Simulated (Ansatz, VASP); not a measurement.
## One calculation of TiCo, two programs

```
CELL_PARAMETERS angstrom
2.93851 0.00000 0.00000
0.00000 2.93851 0.00000
0.00000 0.00000 2.93851
ATOMIC_POSITIONS crystal
Ti 0.98526 0.98526 0.98526
Co 0.50000 0.50000 0.50000
```

Change from the starting cell: all Ti atoms moved +0.075 Å, as atom 1 towards its neighbour atom 2 (Co) at 2.545 Å.

Alike in both runs: task single point; functional PBEsol; k mesh 20 × 20 × 20; occupations gaussian, width 0.15 eV; collinear spin.

|  | VASP | Ansatz |
| --- | --- | --- |
| version | VASP 6.6.1 | Ansatz 0.2.0 |
| potentials or method | VASP PAW PBE potentials, release 64 (Ti_sv, Co), cutoff 520 eV | scalar-relativistic, plane waves, PAW |
| valence electrons in the cell | 21 | 29 |

```tsv
	VASP	Ansatz	Ansatz less VASP
gap on the k mesh at the Fermi level (eV)	none	none	-
pressure (GPa)	-0.2	0.5	+0.79
traceless stress, the component that is largest in VASP (GPa)	0.06	0.05	-0.005
rms of the force components (eV/Å)	0.227	0.232	+0.0047
net moment per atom (μB)	0.31	0.33	+0.026
size of the moment on the site where the two differ most (μB)	0.64	0.70	+0.060
```

VASP's potentials were made for PBE, not for PBEsol. Site moments also hang on the region over which each program counts them. Atom by atom the forces differ by 0.005 eV/Å (rms over components). A gap of «none» marks a metal or a gap that the smearing closes. VASP's potentials hold 21 valence electrons a cell and Ansatz's 29, so a difference there can come from the potentials and not from the codes.
